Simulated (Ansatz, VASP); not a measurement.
**Two plane-wave programs on Sb**

File INCAR:

```
  PREC = Accurate
  ENCUT = 520
  EDIFF = 1E-6
  ISMEAR = -1
  SIGMA = 0.1
  LREAL = False
  LASPH = True
  NELM = 60
  ALGO = Normal
  ISIF = 2
  LWAVE = False
  LCHARG = False
  GGA = PS
  NBANDS = 12
```

File KPOINTS:

```
Automatic mesh
0
Gamma
  12 12 7
```

The input POSCAR:

```
Sb
1.0
    3.2703213814      0.0000000000      0.0000000000
   -1.6351606907      2.8321813948      0.0000000000
    0.0000000000      0.0000000000      5.4076820290
Sb
2
Direct
    0.3333333333      0.6666666667      0.2500000000
    0.6666666667      0.3333333333      0.7500000000
```

Input for Ansatz:

```yaml
crystal:
  lattice:
    - [3.2703213814, 0.0, 0.0]
    - [-1.6351606907, 2.8321813948, 0.0]
    - [0.0, 0.0, 5.407682029]
  atoms:
    - { symbol: Sb, position: [0.3333333333, 0.6666666667, 0.25] }
    - { symbol: Sb, position: [0.6666666667, 0.3333333333, 0.75] }
hamiltonian:
  xc: pbesol
  pseudopotentials:
    kind: paw
    azcp:
      Sb: "pseudopotentials/Sb.paw.azcp"
basis:
  ecutwfc: 420
  fft_grid_basis: typed
kpoints:
  mp_grid: { grid: [12, 12, 7], shift: [0, 0, 0] }
magnetization:
  spin_polarized: false
scf:
  occupations: { method: fermi_dirac, width: 0.1 }
  lower_state_search: "off"
output:
  stress: true
```

Alike in both runs: task single point; functional PBEsol; k mesh 12 × 12 × 7; occupations fermi-dirac, width 0.1 eV; no spin polarisation.

|  | VASP | Ansatz |
| --- | --- | --- |
| version | VASP 6.6.1 | Ansatz 0.2.0 |
| potentials or method | VASP PAW PBE potentials, release 64 (Sb), cutoff 520 eV | plane waves (420 eV) with PAW, scalar-relativistic |
| valence electrons in the cell | 10 | 30 |

```tsv
	VASP	Ansatz	Ansatz less VASP
pressure (GPa)	3.3	3.3	-0.01
traceless stress, the component that is largest in VASP (GPa)	-1.07	-1.04	+0.025
```

VASP's potentials were made for PBE, not for PBEsol, and Ansatz warns of the same on its side. VASP's potentials hold 10 valence electrons a cell and Ansatz's 30, so a difference there can come from the potentials and not from the codes.

Spin-orbit coupling is off throughout.
